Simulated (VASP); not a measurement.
A run of VASP 6.6.1 is set up as follows.

INCAR

```
SYSTEM = ZnCd3O
  PREC = Accurate
  ENCUT = 520
  EDIFF = 1E-6
  ISMEAR = 0
  SIGMA = 0.1
  LREAL = .FALSE.
  LASPH = .TRUE.
  NELM = 80
  ALGO = Normal
  ISIF = 2
  LWAVE = .FALSE.
  LCHARG = .FALSE.
  GGA = PE
  NBANDS = 35
```

Contents of KPOINTS:

```
Automatic mesh
0
G
  4 4 4
  0 0 0
```

File POSCAR:

```
ZnCd3O
1.0
    4.1606755500      0.0000000000      0.0000000000
    0.0000000000      4.1606755500      0.0000000000
    0.0000000000      0.0000000000      5.4778319000
Zn Cd O
1 3 1
Direct
    0.5000000000      0.5000000000      0.6952151100
    0.5000000000      0.0000000000      0.1952777100
    0.0000000000      0.5000000000      0.1952777100
    0.0000000000      0.0000000000      0.5491080900
    0.0000000000      0.0000000000      0.9733234000
```

Potentials or basis: VASP PAW PBE potentials, release 64 (Zn, Cd, O).

Run with:

```bash
$ cat potpaw_PBE.64/Zn/POTCAR potpaw_PBE.64/Cd/POTCAR potpaw_PBE.64/O/POTCAR > POTCAR
$ mpirun -np 1 vasp_std > vasp.out
```

(1) Predict the band gap on the k mesh.

(2) Predict the pressure.

(3) Estimate the largest force.

## Answers

(1) zero (band 27 reaches 4.21 eV, above the bottom of band 28 at 0.66 eV).

(2) 2.7 GPa.

(3) 1.858 eV/Å.

Caveat: the k points lie up to 0.38 Å⁻¹ apart; forces of over 1 eV/Å act on the atoms, so gaps and moduli don't describe the material at rest.
